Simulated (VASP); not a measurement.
The system is WC.

```
W C
1.0
     1.64035   -2.11804    0.00000
     1.64035    2.11804    0.00000
     0.00000    0.00000    4.30942
W C
1 1
Cartesian
  1.6403 0.0000 2.1547
  0.0000 0.0000 0.0000
```

Program: VASP 6.6.1. Alike in all runs: task single point; potentials or basis VASP PAW PBE potentials, release 64 (W_sv, C); cell as given.

Task: Order these runs on this cell by their pressure, lowest first.
A. level PBEsol; spin non-collinear, zero start, SOC; k mesh 7 × 7 × 5; cutoff (eV) 600; smearing fermi-dirac 0.05 eV
B. level HSE06; spin off; k mesh 5 × 5 × 3; cutoff (eV) 520; smearing gaussian 0.05 eV; grid for exact exchange (PRECFOCK) Normal; share of exact exchange 0.25; screening parameter 0.2079 1/Å
C. level PBEsol; spin off; k mesh 10 × 10 × 6; cutoff (eV) 520; smearing fermi-dirac 0.05 eV

Result: B (-41.0 GPa), C (-37.6 GPa), A (-35.7 GPa).

Caveats: some runs use coarse meshes; the PAW data sets were made with another functional, which shifts forces and pressure a little; the cell stands under tension (at least some runs).
